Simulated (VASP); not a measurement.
# Cd4Se3S (P-4m2) in VASP: single point with r2SCAN

Aim: the single point of Cd4Se3S with r2SCAN.

Program: VASP 6.6.1. These are calculated values, not measurements. Logs are shortened: lines on timing, memory, paths and dates and some standing lists are left out, and cuts for length are marked.

### 1 The cell of the first run

Symmetry: P-4m2, No. 115, tetragonal system. Conventional cell: a = 4.337 Å, b = 4.337 Å, c = 12.233 Å, α = 90.00°, β = 90.00°, γ = 90.00°. Cd (site symmetry 2mm) has 2 S at 2.59 Å and 2 Se at 2.67 Å within 3.4 Å. Within 3.5 Å of Cd (site symmetry 2mm) lie 4 Se at 2.68 Å. Within 3.5 Å of Se (site symmetry 2mm) lie 4 Cd at 2.67 to 2.68 Å. Se (site symmetry -4m2) has 4 Cd at 2.68 Å within 3.5 Å. S (site symmetry -4m2) has 4 Cd at 2.59 Å within 3.4 Å.

### 2 Single point, r2SCAN

Input file POSCAR:

```
Cd4Se3S
1.0
    4.3365106568      0.0000000000      0.0000000000
    0.0000000000      4.3365106568      0.0000000000
    0.0000000000      0.0000000000     12.2326177209
Cd Se S
4 3 1
Direct
    0.5000000000      0.0000000000      0.8843514796
    0.0000000000      0.5000000000      0.1156485204
    0.5000000000      0.0000000000      0.3716567237
    0.0000000000      0.5000000000      0.6283432763
    0.5000000000      0.5000000000      0.2435707226
    0.0000000000      0.0000000000      0.5000000000
    0.5000000000      0.5000000000      0.7564292774
    0.0000000000      0.0000000000      0.0000000000
```

Input file INCAR.step1:

```
SYSTEM = Cd4Se3S
PREC     = Accurate       ! precision mode
ENCUT    = 520            ! plane-wave cutoff, eV
ISMEAR   = 0              ! smearing method
SIGMA    = 0.02           ! smearing width, eV
LREAL    = .False.        ! projectors in reciprocal space
LASPH    = .True.         ! aspherical terms in the spheres
NELM     = 100            ! most SCF steps
NBANDS   = 46             ! bands
GGA      = PE             ! functional
ALGO     = Normal         ! electronic algorithm
EDIFF    = 1E-4           ! SCF threshold, eV
LWAVE    = .True.         ! write WAVECAR
LCHARG   = .False.        ! write CHGCAR
```

Input file INCAR.step2:

```
SYSTEM = Cd4Se3S
PREC     = Accurate       ! precision mode
ENCUT    = 520            ! plane-wave cutoff, eV
EDIFF    = 1E-7           ! SCF threshold, eV
ISMEAR   = 0              ! smearing method
SIGMA    = 0.02           ! smearing width, eV
LREAL    = .False.        ! projectors in reciprocal space
LASPH    = .True.         ! aspherical terms in the spheres
NELM     = 100            ! most SCF steps
ALGO     = Normal         ! electronic algorithm
ISIF     = 2              ! what is computed and relaxed
LWAVE    = .False.        ! write WAVECAR
LCHARG   = .False.        ! write CHGCAR
METAGGA  = R2SCAN         ! meta-GGA
LMIXTAU  = .True.       
NBANDS   = 46             ! bands
ISTART   = 1
```

Input file KPOINTS:

```
regular mesh
0
Gamma
  8 8 4
  0 0 0
```

Potentials or basis: VASP PAW PBE potentials, release 64 (Cd, Se, S).

Started as:

```console
$ cat potpaw_PBE.64/Cd/POTCAR potpaw_PBE.64/Se/POTCAR potpaw_PBE.64/S/POTCAR > POTCAR
$ cp INCAR.step1 INCAR
$ mpirun -np 1 vasp_std > vasp.out
$ cp INCAR.step2 INCAR
$ mpirun -np 1 vasp_std > vasp.out
```

OUTCAR:

```text
SYSTEM = Cd4Se3S
   PREC = Accurate
   ENCUT = 520
   EDIFF = 1E-7
   ISMEAR = 0
   LREAL = .False.
   LASPH = .True.
   NELM = 100
   ISIF = 2
   METAGGA = R2SCAN
   ISTART = 1

 ion  position               nearest neighbor table
   1  0.500  0.000  0.884-   8 2.59   8 2.59   7 2.67   7 2.67
   2  0.000  0.500  0.116-   8 2.59   8 2.59   5 2.67   5 2.67
   3  0.500  0.000  0.372-   5 2.68   5 2.68   6 2.68   6 2.68
   4  0.000  0.500  0.628-   7 2.68   7 2.68   6 2.68   6 2.68
   5  0.500  0.500  0.244-   2 2.67   2 2.67   3 2.68   3 2.68
   6  0.000  0.000  0.500-   3 2.68   4 2.68   4 2.68   3 2.68
   7  0.500  0.500  0.756-   1 2.67   1 2.67   4 2.68   4 2.68
   8  0.000  0.000  0.000-   1 2.59   2 2.59   2 2.59   1 2.59

  LATTYP: Found a simple tetragonal cell.
 ALAT       =     4.3365106568
 C/A-ratio  =     2.8208434589

  Lattice vectors:

 A1 = (   4.3365106568,   0.0000000000,   0.0000000000)
 A2 = (   0.0000000000,   4.3365106568,   0.0000000000)
 A3 = (   0.0000000000,   0.0000000000,  12.2326177209)

Analysis of symmetry for initial positions (statically):
=====================================================================
 Subroutine PRICEL returns:
 Original cell was already a primitive cell.

 Routine SETGRP: Setting up the symmetry group for a
 simple tetragonal supercell.

 Subroutine GETGRP returns: Found  8 space group operations
 (whereof  8 operations were pure point group operations)
 out of a pool of 16 trial point group operations.

The static configuration has the point symmetry D_2d.

Analysis of symmetry for dynamics (positions and initial velocities):
=====================================================================
 Subroutine PRICEL returns:
 Original cell was already a primitive cell.

 Routine SETGRP: Setting up the symmetry group for a
 simple tetragonal supercell.

 Subroutine GETGRP returns: Found  8 space group operations
 (whereof  8 operations were pure point group operations)
 out of a pool of 16 trial point group operations.

The dynamic configuration has the point symmetry D_2d.

 Subroutine INISYM returns: Found  8 space group operations
 (whereof  8 operations are pure point group operations),
 and found     1 'primitive' translations

----------------------------------------------------------------------------------------

                                     Primitive cell

  volume of cell :     230.0383

  direct lattice vectors                    reciprocal lattice vectors
     4.336510657  0.000000000  0.000000000     0.230600148  0.000000000  0.000000000
     0.000000000  4.336510657  0.000000000     0.000000000  0.230600148  0.000000000
     0.000000000  0.000000000 12.232617721     0.000000000  0.000000000  0.081748651

  length of vectors
     4.336510657  4.336510657 12.232617721     0.230600148  0.230600148  0.081748651

  position of ions in fractional coordinates (direct lattice)
     0.500000000  0.000000000  0.884351480
     0.000000000  0.500000000  0.115648520
     0.500000000  0.000000000  0.371656724
     0.000000000  0.500000000  0.628343276
     0.500000000  0.500000000  0.243570723
     0.000000000  0.000000000  0.500000000
     0.500000000  0.500000000  0.756429277
     0.000000000  0.000000000  0.000000000

  ion indices of the primitive-cell ions
   primitive index   ion index
                 1           1
                 2           2
                 3           3
                 4           4
                 5           5
                 6           6
                 7           7
                 8           8

----------------------------------------------------------------------------------------

 KPOINTS: regular mesh

Automatic generation of k-mesh.
 Grid dimensions read from file:
 generate k-points for:    8    8    4

 Generating k-lattice:

  Cartesian coordinates                     Fractional coordinates (reciprocal lattice)
     0.028825019  0.000000000  0.000000000     0.125000000  0.000000000  0.000000000
     0.000000000  0.028825019  0.000000000     0.000000000  0.125000000  0.000000000
     0.000000000  0.000000000  0.020437163     0.000000000  0.000000000  0.250000000

  Length of vectors
     0.028825019  0.028825019  0.020437163

  Shift w.r.t. Gamma in fractional coordinates (k-lattice)
     0.000000000  0.000000000  0.000000000

 Subroutine IBZKPT returns following result:
 ===========================================

 Found     45 irreducible k-points:

 Following reciprocal coordinates:
            Coordinates               Weight
  0.000000  0.000000  0.000000      1.000000
  0.125000  0.000000  0.000000      4.000000
  0.250000  0.000000  0.000000      4.000000
  0.375000  0.000000  0.000000      4.000000
  0.500000  0.000000  0.000000      2.000000
  0.125000  0.125000  0.000000      4.000000
[... 16 lines left out ...]
  0.375000  0.125000  0.250000     16.000000
  0.500000  0.125000  0.250000      8.000000
 [... further k-points ...]
   k-points           NKPTS =     45   k-points in BZ     NKDIM =     45   number of bands    NBANDS=     46
   number of dos      NEDOS =    301   number of ions     NIONS =      8
   total plane-waves  NPLWV =  98304
   dimension x,y,z NGX =    32 NGY =   32 NGZ =   96
   dimension x,y,z NGXF=    64 NGYF=   64 NGZF=  192
   ions per type =               4   3   1
   NGX,Y,Z   is equivalent  to a cutoff of  12.27, 12.27, 13.05 a.u.
   NGXF,Y,Z  is equivalent  to a cutoff of  24.54, 24.54, 26.09 a.u.
 SYSTEM =  Cd4Se3S
   PREC   = accura    normal or accurate (medium, high low for compatibility)
   ISTART =      1    job   : 0-new  1-cont  2-samecut
   ICHARG =      0    charge: 1-file 2-atom 10-const
   ISPIN  =      1    spin polarized calculation?
   LNONCOLLINEAR =      F non collinear calculations
   LSORBIT =      F    spin-orbit coupling
   LASPH  =      T    aspherical Exc in radial PAW
   ENCUT  =  520.0 eV  38.22 Ry    6.18 a.u.   8.06  8.06 22.74*2*pi/ulx,y,z
   NELM   =    100;   NELMIN=  2; NELMDL=  0     # of ELM steps
   EDIFF  = 0.1E-06   stopping-criterion for ELM
   LREAL  =      F    real-space projection
   EDIFFG = 0.1E-05   stopping-criterion for IOM
   NSW    =      0    number of steps for IOM
   IBRION =     -1    ionic relax: 0-MD 1-quasi-New 2-CG
   NFREE  =      0    steps in history (QN), initial steepest desc. (CG)
   ISIF   =      2    stress and relaxation
   ISYM   =      2    0-nonsym 1-usesym 2-fastsym
   POTIM  = 0.5000    time-step for ionic-motion
   TEBEG  =    0.0;   TEEND  =   0.0 temperature during run
   PSTRESS=    0.0 pullay stress
   NELECT =      72.0000    total number of electrons
   NUPDOWN=      -1.0000    fix difference up-down
   EMIN   =  10.00;   EMAX   =-10.00  energy-range for DOS
   EFERMI =   0.00;   METHOD = LEGACY
   ISMEAR =     0;   SIGMA  =   0.02  broadening in eV -4-tet -1-fermi 0-gaus
   EFERMI_NEDOS =   21; number of points for ismear=-14 and -15
   IALGO  =     38    algorithm
   IMIX   =      4    mixing-type and parameters
     AMIX     =   0.40;   BMIX     =  1.00
     AMIX_MAG =   1.60;   BMIX_MAG =  1.00
  volume/ion in A,a.u.               =      28.75       194.05
  Fermi-wavevector in a.u.,A,eV,Ry     =   1.111524  2.100476 16.809808  1.235486
  Thomas-Fermi vector in A             =   2.248088
   LORBIT       =      0    0 simple, 1 ext, 2 COOP (PROOUT), +10 PAW based schemes
   METAGGA = R2SCAN    functional components
   LHFCALC =     F    Hartree Fock is set to
   AEXX    =    0.0000 exact exchange contribution
   IVDW    =     0    specifies the selected vdW correction
   LEPSILON=     F    determine dielectric tensor
   LRPA    =     F    only Hartree local field effects (RPA)
 non-spin polarized calculation
 Gauss-broadening in eV      SIGMA  =   0.02
  energy-cutoff  :      520.00
  volume of cell :      230.04
 maximum number of plane-waves:      6272
   NGX = 17   NGY = 17   NGZ = 45

 number of electron      71.9999971 magnetization

 Free energy of the ion-electron system (eV)
  ---------------------------------------------------
  ext. energy  EPLUGINS =         0.00000000
  ---------------------------------------------------
  free energy    TOTEN  =      -137.38490596 eV

  energy without entropy =     -137.38490596  energy(sigma->0) =     -137.38490596

 E-fermi :   0.4745     XC(G=0):  -9.2500

 val. band max:        0.3487689001   @ k =   0.0000   0.0000   0.0000
 cond. band min:       1.3994528826   @ k =   0.0000   0.0000   0.0000
 fundamental gap:      1.0506839825
 Fermi energy:         0.4744842320

 k-point     1 :       0.0000    0.0000    0.0000
  band No.  band energies     occupation
      1     -12.3597      2.00000
      2     -12.1320      2.00000
      3     -12.1290      2.00000
      4     -11.9042      2.00000
      5      -7.6387      2.00000
      6      -7.6387      2.00000
[... 38 lines left out ...]
     45       6.9459      0.00000
     46       6.9498      0.00000

 k-point     2 :       0.1250    0.0000    0.0000
  band No.  band energies     occupation
      1     -12.3256      2.00000
      2     -12.1147      2.00000
      3     -12.1120      2.00000
      4     -11.9050      2.00000
      5      -7.6301      2.00000
      6      -7.6158      2.00000
[... 38 lines left out ...]
     45       7.0396      0.00000
     46       7.1562      0.00000

 k-point     3 :       0.2500    0.0000    0.0000
  band No.  band energies     occupation
      1     -12.2353      2.00000
      2     -12.0726      2.00000
      3     -12.0708      2.00000
      4     -11.9139      2.00000
      5      -7.6064      2.00000
      6      -7.5784      2.00000
[... 1018 lines left out ...]
     45       7.3264      0.00000
     46       7.4210      0.00000

 k-point    24 :       0.5000    0.1250    0.2500
  band No.  band energies     occupation
      1     -12.0037      2.00000
      2     -11.9990      2.00000
      3     -11.9969      2.00000
      4     -11.9924      2.00000
      5      -7.5528      2.00000
      6      -7.5330      2.00000
[... 38 lines left out ...]
     45       7.1538      0.00000
     46       7.2102      0.00000

 [... further k-points ...]

------------------------ aborting loop because EDIFF is reached ----------------------------------------

  FORCE on cell =-STRESS in cart. coord.  units (eV):
  Direction    XX          YY          ZZ          XY          YZ          ZX
  --------------------------------------------------------------------------------------
  -------------------------------------------------------------------------------------
  Total       -1.7712720     -1.7712720     -1.7353003      0.0000000      0.0000000      0.0000000
  in kB      -12.3366032    -12.3366032    -12.0860665      0.0000000      0.0000000      0.0000000
  external PRESSURE =     -12.2530909 kB  Pullay stress =       0.0000000 kB

 VOLUME and BASIS-vectors are now :
 -----------------------------------------------------------------------------
  energy-cutoff  :      520.00
  volume of cell :      230.04
      direct lattice vectors                 reciprocal lattice vectors
     4.336510657  0.000000000  0.000000000     0.230600148  0.000000000  0.000000000
     0.000000000  4.336510657  0.000000000     0.000000000  0.230600148  0.000000000
     0.000000000  0.000000000 12.232617721     0.000000000  0.000000000  0.081748651

 POSITION                                       TOTAL-FORCE (eV/Angst)
 -----------------------------------------------------------------------------------
      2.16826      0.00000     10.81793        -0.000000      0.000000     -0.016037
      0.00000      2.16826      1.41468         0.000000      0.000000      0.016037
      2.16826      0.00000      4.54633        -0.000000      0.000000      0.001382
      0.00000      2.16826      7.68628        -0.000000      0.000000     -0.001382
      2.16826      2.16826      2.97951        -0.000000     -0.000000     -0.000802
      0.00000      0.00000      6.11631         0.000000      0.000000      0.000000
      2.16826      2.16826      9.25311        -0.000000      0.000000      0.000802
      0.00000      0.00000      0.00000        -0.000000      0.000000      0.000000
 -----------------------------------------------------------------------------------
    total drift:                                0.000000      0.000000      0.000000

  FREE ENERGIE OF THE ION-ELECTRON SYSTEM (eV)
  ---------------------------------------------------
  free  energy   TOTEN  =      -137.3849059560 eV

  energy  without entropy=     -137.3849059560  energy(sigma->0) =     -137.38490596
```

It took 16 min on 1 thread of AMD EPYC 9R45 (Zen 5), shared host; peak memory 0.56 GiB.

What came out:

```yaml
Free_energy: -137.3849 eV
Pressure: -1.2 GPa
Largest_force: 0.016 eV/Å
Band_gap_on_the_k_mesh: 1.05 eV
```

Forces in eV/Å, atoms in the order of the input:
```
Cd   0.000  0.000 -0.016
Cd   0.000  0.000  0.016
Cd   0.000  0.000  0.001
Cd   0.000  0.000 -0.001
Se   0.000  0.000 -0.001
Se   0.000  0.000  0.000
Se   0.000  0.000  0.001
S    0.000  0.000  0.000
```

Levels at points of the mesh, in eV from the valence-band top:
```tsv
k point	band 33	band 34	band 35	band 36	band 37	band 38	band 39	band 40
(0.00, 0.00, 0.00)	-0.85	-0.03	0.00	0.00	1.05	3.57	3.61	3.66
(0.50, 0.00, 0.00)	-0.70	-0.61	-0.59	-0.58	2.83	2.95	4.14	4.22
(0.50, 0.50, 0.00)	-1.76	-1.73	-1.73	-1.67	3.51	3.70	4.21	4.21
(0.00, 0.00, 0.50)	-0.40	-0.40	-0.22	-0.22	2.23	2.28	3.80	3.88
(0.50, 0.00, 0.50)	-1.12	-0.60	-0.59	-0.59	3.42	3.48	3.48	3.63
(0.50, 0.50, 0.50)	-1.89	-1.89	-1.83	-1.82	4.21	4.26	4.29	4.49
```

Caveat: the PAW data sets were made with another functional, which shifts forces and pressure a little. A k mesh can miss the band edges.
